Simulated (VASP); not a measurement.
Wanted: the native input for a VASP 6.6.1 run.

- Task: single point
- Functional: PBE
- Dispersion: D3(BJ)
- Potentials or basis: VASP PAW PBE potentials, release 64 (Al, W_sv)
- Cutoff: 520 eV
- k mesh: 4 × 3 × 1
- Occupations: gaussian, width 0.1 eV
- Spin: no spin polarisation
- Dipole correction: no
- Further INCAR settings: LREAL = Auto; ALGO = Normal; EDIFF = 1e-06; NBANDS = 49

The structure of Al18W lies in POSCAR:

```
Al18W
1.0
    5.7275650000      0.0000000000      0.0000000000
    4.2956740000      7.4403250000      0.0000000000
    0.0000000000      0.0000000000     17.6765370000
Al W
18 1
Direct
    0.1666665958      0.1111111410      0.0565722234
    0.6666666831      0.1111111410      0.0565722234
    0.1666667458      0.4444444295      0.0565722234
    0.6666666585      0.4444444295      0.0565722234
    0.1666666204      0.7777778524      0.0565722234
    0.6666667077      0.7777778524      0.0565722234
   -0.1772529025      0.2314671738      0.1834561261
    0.3203049770      0.2232456244      0.1891600148
   -0.1623618740      0.5536165423      0.1970409136
    0.3278612477      0.5594769046      0.1915136432
   -0.1766810805      0.8837214772      0.1846652995
    0.3252980436      0.8875979208      0.1875824433
   -0.0690186295      0.0263143075      0.3005078427
    0.5038062249     -0.0111968227      0.3154148915
    0.0172597475      0.2903064046      0.3421215932
    0.4665348434      0.3452474186      0.3167972890
    0.0541285892      0.6963987460      0.3433113624
    0.5751547772      0.6423470749      0.3322732275
    0.2374294893      0.9171357434      0.4063312288
```

These files were run (other wordings do the same):

INCAR

```
SYSTEM = Al18W
  ALGO = Normal
  EDIFF = 1E-6
  ENCUT = 520
  GGA = PE
  ISIF = 2
  ISMEAR = 0
  IVDW = 12
  LASPH = .True.
  LCHARG = .False.
  LREAL = Auto
  LWAVE = .False.
  NBANDS = 49
  NELM = 60
  PREC = Accurate
  SIGMA = 0.1
```

KPOINTS

```
k-points
0
Gamma
  4 3 1
  0 0 0
```

Potentials or basis: VASP PAW PBE potentials, release 64 (Al, W_sv).

The run is started by

```sh
$ cat potpaw_PBE.64/Al/POTCAR potpaw_PBE.64/W_sv/POTCAR > POTCAR
$ mpirun -np 1 vasp_std > vasp.out
```

It gave:

```
Largest force              : 0.229 eV/Å
Band gap on the k mesh     : zero (bands 34 and 35 overlap by 0.39 eV)
Dispersion energy per atom : -0.241 eV
```

Caveat: there is no dipole correction, which matters where the two faces differ; spin-orbit coupling is left out, which moves the levels of the heavy elements.

Wall time 21 min on 1 thread of Intel Xeon 8259CL, with other jobs on the host, peak memory 0.86 GiB.
